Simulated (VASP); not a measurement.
# PbSe in VASP: further runs, part 2 of 2

VASP 6.6.1. Earlier steps stand in the parts before.

## (3) Single point, PBE (strain along [111] -1.4%)

Contents of INCAR:

```
SYSTEM = PbSe
PREC = Accurate
ENCUT = 520
EDIFF = 1E-7
ISMEAR = -1
SIGMA = 0.02
LREAL = .FALSE.
LASPH = .TRUE.
NELM = 100
ALGO = Normal
ISIF = 2
LWAVE = .FALSE.
LCHARG = .FALSE.
GGA = PE
NBANDS = 17
```

Contents of KPOINTS:

```
regular mesh
0
G
  8 8 8
  0 0 0
```

Contents of POSCAR:

```
PbSe
1.0
   -0.0286219739      3.0600802463      3.0600802463
    3.0600802463     -0.0286219739      3.0600802463
    3.0600802463      3.0600802463     -0.0286219739
Pb Se
1 1
Direct
    0.0000000000      0.0000000000      0.0000000000
    0.5000000000      0.5000000000      0.5000000000
```

Potentials or basis: VASP PAW PBE potentials, release 64 (Pb_d, Se).

On the command line:

```bash
> cat potpaw_PBE.64/Pb_d/POTCAR potpaw_PBE.64/Se/POTCAR > POTCAR
> mpirun -np 1 vasp_std > vasp.out
```

OUTCAR:

```text
SYSTEM = PbSe
   PREC = Accurate
   ENCUT = 520
   EDIFF = 1E-7
   ISMEAR = -1
   LREAL = .FALSE.
   LASPH = .TRUE.
   NELM = 100
   ISIF = 2
   GGA = PE

 ion  position               nearest neighbor table
   1  0.000  0.000  0.000-   2 3.07   2 3.07   2 3.07   2 3.07   2 3.07   2 3.07
   2  0.500  0.500  0.500-   1 3.07   1 3.07   1 3.07   1 3.07   1 3.07   1 3.07

  LATTYP: Found a trigonal (rhomboedric) cell.
 ALAT       =     4.3277016354
 COS(alpha) =     0.4906251979

[... 667 lines left out ...]

------------------------ aborting loop because EDIFF is reached ----------------------------------------

  FORCE on cell =-STRESS in cart. coord.  units (eV):
  Direction    XX          YY          ZZ          XY          YZ          ZX
  --------------------------------------------------------------------------------------
  -------------------------------------------------------------------------------------
  Total        0.6026646      0.6026646      0.6026646      0.0564796      0.0564796      0.0564796
  in kB       16.6152606     16.6152606     16.6152606      1.5571228      1.5571228      1.5571228
  external PRESSURE =      16.6152606 kB  Pullay stress =       0.0000000 kB

 VOLUME and BASIS-vectors are now :
 -----------------------------------------------------------------------------
  energy-cutoff  :      520.00
  volume of cell :       58.11
      direct lattice vectors                 reciprocal lattice vectors
    -0.028621974  3.060080246  3.060080246    -0.161119668  0.162640904  0.162640904
     3.060080246 -0.028621974  3.060080246     0.162640904 -0.161119668  0.162640904
     3.060080246  3.060080246 -0.028621974     0.162640904  0.162640904 -0.161119668

 POSITION                                       TOTAL-FORCE (eV/Angst)
 -----------------------------------------------------------------------------------
      0.00000      0.00000      0.00000         0.000000      0.000000      0.000000
      3.04577      3.04577      3.04577        -0.000000     -0.000000     -0.000000
 -----------------------------------------------------------------------------------
    total drift:                                0.000000     -0.000000     -0.000000

  FREE ENERGIE OF THE ION-ELECTRON SYSTEM (eV)
  ---------------------------------------------------
  free  energy   TOTEN  =        -8.1875619107 eV

  energy  without entropy=       -8.1875580511  energy(sigma->0) =       -8.18755998
```

OSZICAR:

```text
N       E                     dE             d eps       ncg     rms          rms(c)
DAV:   1     0.157663670492E+03    0.15766E+03   -0.94600E+03  2218   0.119E+03
DAV:   2     0.365183642606E+01   -0.15401E+03   -0.14874E+03  2346   0.313E+02
DAV:   3    -0.820005241583E+01   -0.11852E+02   -0.11777E+02  2889   0.909E+01
DAV:   4    -0.847578946042E+01   -0.27574E+00   -0.27552E+00  2745   0.154E+01
DAV:   5    -0.848531659658E+01   -0.95271E-02   -0.95265E-02  3234   0.279E+00    0.275E+00
DAV:   6    -0.818905666618E+01    0.29626E+00   -0.73690E-01  3350   0.580E+00    0.154E+00
DAV:   7    -0.818444488316E+01    0.46118E-02   -0.12187E-01  2674   0.166E+00    0.850E-01
DAV:   8    -0.818795204275E+01   -0.35072E-02   -0.13370E-02  2629   0.125E+00    0.168E-01
DAV:   9    -0.818748536685E+01    0.46668E-03   -0.28542E-03  3401   0.515E-01    0.525E-02
DAV:  10    -0.818755481621E+01   -0.69449E-04   -0.22616E-04  2527   0.858E-02    0.192E-02
DAV:  11    -0.818756191426E+01   -0.70981E-05   -0.61736E-05  2905   0.788E-02    0.896E-03
DAV:  12    -0.818756189156E+01    0.22703E-07   -0.33221E-06  2787   0.123E-02    0.243E-03
DAV:  13    -0.818756191067E+01   -0.19115E-07   -0.17244E-07  2504   0.393E-03
   1 F= -.81875619E+01 E0= -.81875600E+01  d E =-.385959E-05
```

It took 43 s on 1 thread of Intel Xeon 6975P-C, shared host; peak memory 0.22 GiB.

What came out:

```yaml
Free_energy: -8.1876 eV
Pressure: 1.7 GPa
Band_gap_on_the_k_mesh: 0.25 eV, indirect (least direct gap 0.33 eV)
```

Stress tensor (GPa, compression positive):
```
1.66 0.16 0.16
0.16 1.66 0.16
0.16 0.16 1.66
```

Levels at points of the mesh, in eV from the valence-band top:
```
           k point  band 7  band 8  band 9  band 10  band 11  band 12  band 13  band 14
(0.00, 0.00, 0.00)   -6.34   -1.86   -1.86    -1.75     4.66     4.68     4.68     6.48
(0.50, 0.00, 0.00)   -8.75   -1.43   -1.40     0.00     0.33     1.71     1.77     8.51
(0.50, 0.50, 0.00)   -7.37   -4.88   -3.20    -3.11     3.74     5.53     5.56     5.99
(0.50, 0.50, 0.50)   -8.69   -1.46   -1.46    -0.08     0.25     1.65     1.65     8.55
```

Caveat: the cell differs from its parent crystal (strain along [111] -1.4%); spin-orbit coupling is left out, which moves the levels of the heavy elements.

## (4) Single point, r2SCAN (epitaxial xy strain -3.6%)

Contents of POSCAR:

```
PbSe
1.0
    0.0000000000      2.9772000700      3.1113206418
    2.9772000700      0.0000000000      3.1113206418
    2.9772000700      2.9772000700      0.0000000000
Pb Se
1 1
Direct
    0.0000000000      0.0000000000      0.0000000000
    0.5000000000      0.5000000000      0.5000000000
```

Contents of INCAR.step1:

```
ALGO     = Normal         # electronic algorithm
EDIFF    = 1E-4           # SCF threshold, eV
ENCUT    = 520            # plane-wave cutoff, eV
GGA      = PE             # functional
ISMEAR   = -1             # smearing method
LASPH    = T              # aspherical terms in the spheres
LCHARG   = F              # write CHGCAR
LREAL    = F              # projectors in reciprocal space
LWAVE    = T              # write WAVECAR
NBANDS   = 17             # bands
NELM     = 80             # most SCF steps
PREC     = Accurate       # precision mode
SIGMA    = 0.02           # smearing width, eV
```

Contents of INCAR.step2:

```
ALGO     = Normal         # electronic algorithm
EDIFF    = 1E-6           # SCF threshold, eV
ENCUT    = 520            # plane-wave cutoff, eV
ISIF     = 2              # what is computed and relaxed
ISMEAR   = -1             # smearing method
ISTART   = 1            
LASPH    = T              # aspherical terms in the spheres
LCHARG   = T              # write CHGCAR
LELF     = T              # ELF
LMIXTAU  = T            
LREAL    = F              # projectors in reciprocal space
LVHAR    = T            
LWAVE    = F              # write WAVECAR
METAGGA  = R2SCAN         # meta-GGA
NBANDS   = 17             # bands
NELM     = 80             # most SCF steps
PREC     = Accurate       # precision mode
SIGMA    = 0.02           # smearing width, eV
```

Contents of KPOINTS:

```
k-points
0
Gamma
  8 8 8
```

On the command line:

```bash
> cat potpaw_PBE.64/Pb_d/POTCAR potpaw_PBE.64/Se/POTCAR > POTCAR
> cp INCAR.step1 INCAR
> mpirun -np 1 vasp_std > vasp.out
> cp INCAR.step2 INCAR
> mpirun -np 1 vasp_std > vasp.out
```

It took 2.5 min on 1 thread of Intel Xeon 6975P-C, shared host; peak memory 0.22 GiB.

The run converged. Its results:

```yaml
Free_energy: -71.8610 eV
Pressure: 4.3 GPa
Band_gap_on_the_k_mesh: 0.37 eV, direct
```

Stress tensor (GPa, compression positive):
```
6.43 0.00 0.00
0.00 6.43 0.00
0.00 0.00 0.05
```

Levels at points of the mesh, in eV from the valence-band top:
| k point | band 7 | band 8 | band 9 | band 10 | band 11 | band 12 | band 13 | band 14 |
| --- | --- | --- | --- | --- | --- | --- | --- | --- |
| (0.00, 0.00, 0.00) | -6.36 | -2.46 | -2.46 | -2.07 | 4.35 | 5.41 | 5.41 | 6.61 |
| (0.50, 0.00, 0.00) | -9.42 | -1.94 | -1.80 | 0.00 | 0.37 | 1.63 | 1.85 | 9.04 |
| (0.50, 0.50, 0.00) | -7.54 | -5.54 | -3.70 | -3.70 | 3.89 | 6.18 | 6.23 | 6.23 |
| (0.50, 0.00, 0.50) | -7.79 | -5.64 | -4.03 | -3.54 | 3.70 | 5.43 | 6.55 | 6.76 |

Caveat: the cell differs from its parent crystal (epitaxial xy strain -3.6%); the PAW data sets were made with another functional, which shifts forces and pressure a little; spin-orbit coupling is left out, which moves the levels of the heavy elements. A k mesh can miss the band edges.

## (5) Single point, r2SCAN (strain along [111] -1.4%)

Contents of POSCAR:

```
PbSe
1.0
   -0.0286219739      3.0600802463      3.0600802463
    3.0600802463     -0.0286219739      3.0600802463
    3.0600802463      3.0600802463     -0.0286219739
Pb Se
1 1
Direct
    0.0000000000      0.0000000000      0.0000000000
    0.5000000000      0.5000000000      0.5000000000
```

Contents of INCAR.step1:

```
SYSTEM = PbSe
PREC = Accurate
ENCUT = 520
ISMEAR = 0
SIGMA = 0.01
LREAL = .False.
LASPH = .True.
NELM = 80
NBANDS = 17
GGA = PE
ALGO = Normal
EDIFF = 1E-4
LWAVE = .True.
LCHARG = .False.
```

Contents of INCAR.step2:

```
SYSTEM = PbSe
PREC = Accurate
ENCUT = 520
EDIFF = 1E-6
ISMEAR = 0
SIGMA = 0.01
LREAL = .False.
LASPH = .True.
NELM = 80
ALGO = Normal
ISIF = 2
LWAVE = .False.
LCHARG = .True.
METAGGA = R2SCAN
LMIXTAU = .True.
LELF = .True.
LVHAR = .True.
NBANDS = 17
ISTART = 1
```

Contents of KPOINTS:

```
regular mesh
0
Gamma
  8 8 8
  0 0 0
```

On the command line:

```bash
> cat potpaw_PBE.64/Pb_d/POTCAR potpaw_PBE.64/Se/POTCAR > POTCAR
> cp INCAR.step1 INCAR
> mpirun -np 1 vasp_std > vasp.out
> cp INCAR.step2 INCAR
> mpirun -np 1 vasp_std > vasp.out
```

Run time: 2.4 min. Hardware: 1 thread of Intel Xeon 6975P-C, shared host; peak memory 0.23 GiB.

The run converged. Its results:

```yaml
Free_energy: -71.9363 eV
Pressure: 0.8 GPa
Band_gap_on_the_k_mesh: 0.53 eV, indirect (least direct gap 0.61 eV)
```

Stress tensor (GPa, compression positive):
```
0.75 0.17 0.17
0.17 0.75 0.17
0.17 0.17 0.75
```

Levels at points of the mesh, in eV from the valence-band top:
```tsv
k point	band 7	band 8	band 9	band 10	band 11	band 12	band 13	band 14
(0.00, 0.00, 0.00)	-6.39	-2.01	-2.01	-1.90	4.98	5.01	5.01	6.91
(0.50, 0.00, 0.00)	-9.02	-1.57	-1.53	0.00	0.62	1.93	1.99	9.05
(0.50, 0.50, 0.00)	-7.54	-5.05	-3.36	-3.27	4.07	5.90	5.94	6.41
(0.50, 0.50, 0.50)	-8.96	-1.60	-1.60	-0.08	0.53	1.86	1.86	9.09
```

Caveat: the cell differs from its parent crystal (strain along [111] -1.4%); the PAW data sets were made with another functional, which shifts forces and pressure a little; spin-orbit coupling is left out, which moves the levels of the heavy elements.

## (6) The runs side by side

| level | cell | smearing | gap on the mesh (eV) | pressure (GPa) |
| --- | --- | --- | --- | --- |
| PBE | a = 4.306, b = 4.306, c = 4.210 Å, angles 60.7, 60.7, 58.5°, 2 atoms | fermi-dirac 0.02 eV | 0.10 | 5.1 |
| PBE | a = 4.328 Å, angles 60.6°, 2 atoms | fermi-dirac 0.02 eV | 0.25 | 1.7 |
| r2SCAN | a = 4.306, b = 4.306, c = 4.210 Å, angles 60.7, 60.7, 58.5°, 2 atoms | fermi-dirac 0.02 eV | 0.37 | 4.3 |
| r2SCAN | a = 4.328 Å, angles 60.6°, 2 atoms | gaussian 0.01 eV | 0.53 | 0.8 |

Alike in all rows: task single point; potentials or basis VASP PAW PBE potentials, release 64 (Pb_d, Se); no spin polarisation; k mesh 8 × 8 × 8; cutoff (eV) 520.

Caveats: spin-orbit coupling is left out, which moves the levels of the heavy elements; the PAW data sets were made with another functional, which shifts forces and pressure a little (some runs).

Absolute energies hang on the potentials; compare differences alone.
